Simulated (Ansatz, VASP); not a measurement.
**One calculation of Ti2SiSe2, two programs**

INCAR

```
PREC = Accurate
ENCUT = 520
EDIFF = 1E-7
ISMEAR = 0
SIGMA = 0.1
LREAL = False
LASPH = True
NELM = 150
ALGO = Normal
ISIF = 2
LWAVE = False
LCHARG = False
ISPIN = 2
MAGMOM = 1 1 0 0 0
LORBIT = 11
LMAXMIX = 4
GGA = PE
NBANDS = 32
```

KPOINTS

```
regular mesh
0
Gamma
  6 6 6
```

File POSCAR:

```
Ti2SiSe2
1.0
   -2.1393193700      2.1393193700      5.1295171200
    2.1393193700     -2.1393193700      5.1295171200
    2.1393193700      2.1393193700     -5.1295171200
Ti Si Se
2 1 2
Direct
    0.7500000000      0.2500000000      0.5000000000
    0.2500000000      0.7500000000      0.5000000000
    0.0000000000      0.0000000000      0.0000000000
    0.6296168600      0.6296168600      0.0000000000
    0.3703831400      0.3703831400      0.0000000000
```

Input for Ansatz:

```yaml
crystal:
  lattice:
    - [-2.13931937, 2.13931937, 5.12951712]
    - [2.13931937, -2.13931937, 5.12951712]
    - [2.13931937, 2.13931937, -5.12951712]
  atoms:
    - { symbol: Ti, position: [0.75, 0.25, 0.5], spin: 1.0 }
    - { symbol: Ti, position: [0.25, 0.75, 0.5], spin: 1.0 }
    - { symbol: Si, position: [0.0, 0.0, 0.0] }
    - { symbol: Se, position: [0.62961686, 0.62961686, 0.0] }
    - { symbol: Se, position: [0.37038314, 0.37038314, 0.0] }
basis:
  ecutwfc: 420
kpoints:
  mp_grid: { grid: [6, 6, 6] }
hamiltonian:
  xc: pbe
scf:
  occupations: { method: gaussian, width: 0.1 }
  lower_state_search: "off"
output:
  forces: true
  stress: true
  eigenvalues: true
  populations: true
magnetization:
  spin_polarized: true
```

Change from the starting cell: species swapped into the TbNi2Ge2 type (I4/mmm, No. 139).

Alike in both runs: task single point; functional PBE; k mesh 6 × 6 × 6; occupations gaussian, width 0.1 eV; collinear spin.

|  | VASP | Ansatz |
| --- | --- | --- |
| version | VASP 6.6.1 | Ansatz 0.2.0 |
| potentials or method | VASP PAW PBE potentials, release 64 (Ti_sv, Si, Se), cutoff 520 eV | scalar-relativistic, plane waves, PAW |
| valence electrons in the cell | 40 | 60 |

```csv
,VASP,Ansatz,Ansatz less VASP
gap on the k mesh at the Fermi level (eV),none,none,-
pressure (GPa),5.9,5.8,-0.14
"traceless stress, the component that is largest in VASP (GPa)",-6.38,-6.35,+0.037
rms of the force components (eV/Å),0.196,0.206,+0.0102
net moment per atom (μB),0.00,0.00,0.000
```

Atom by atom the forces differ by 0.010 eV/Å (rms over components). A gap of «none» marks a metal or a gap that the smearing closes. VASP's potentials hold 40 valence electrons a cell and Ansatz's 60, so a difference there can come from the potentials and not from the codes. Ansatz's warnings: seeded moment not kept.
